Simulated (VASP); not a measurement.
## Au: relaxation of cell and atoms with LDA

Crystal: Au.

```xyz
1
Lattice="0.0000 1.9628 1.9628 1.9628 0.0000 1.9628 1.9628 1.9628 0.0000" Properties=species:S:1:pos:R:3 pbc="T T T"
Au    0.0000    0.0000    0.0000
```

- Program: VASP 6.6.1
- Task: relaxation of cell and atoms
- Functional: LDA
- Potentials or basis: VASP PAW LDA potentials, release 64 (Au)
- Cutoff: 600 eV
- k mesh: 17 × 17 × 17
- Occupations: fermi-dirac, width 0.1 eV
- Spin: no spin polarisation
- Target pressure: 23 GPa
- Dipole correction: no
- Further INCAR settings: ALGO = Normal; EDIFF = 1e-06; IBRION = 2; EDIFFG = -0.005; NSW = 32; ISIF = 3

```json
{"Relaxed volume": "15.16 Å³/atom", "Relaxed cell": "a = 2.778 Å, b = 2.778 Å, c = 2.778 Å, α = 60.00°, β = 60.00°, γ = 60.00°", "Space group after relaxing (to 0.05 Å)": "Fm-3m (No. 225)", "Energy change on relaxing (the enthalpy is what falls)": "-5.7 meV/atom", "Ionic steps": "3", "Pressure after relaxing": "23.0 GPa"}
```

Step by step:
```csv
step,energy change (eV),largest force (eV/Å),pressure (GPa),volume (Å³)
1,0.0000,0.0000,23.83,15.12
2,-0.0236,0.0000,20.34,15.30
3,-0.0057,0.0000,22.98,15.16
```

Final structure:
```
CELL_PARAMETERS angstrom
0.00000 1.96449 1.96449
1.96449 0.00000 1.96449
1.96449 1.96449 0.00000
ATOMIC_POSITIONS crystal
Au 0.00000 0.00000 0.00000
```

Levels at points of the mesh, in eV from the Fermi level:
| k point | band 2 | band 3 | band 4 | band 5 | band 6 | band 7 | band 8 | band 9 |
| --- | --- | --- | --- | --- | --- | --- | --- | --- |
| (0.00, 0.00, 0.00) | -5.51 | -5.51 | -5.51 | -3.62 | -3.62 | 14.14 | 18.77 | 18.77 |

It took 21 s on 1 thread of Intel(R) Xeon(R) Platinum 8488C (Sapphire Rapids) (shared host), peak memory 0.16 GiB.

Caveat: the cell is relaxed towards a set pressure, so the enthalpy falls and the energy may rise; spin-orbit coupling is left out, which moves the levels of the heavy elements.
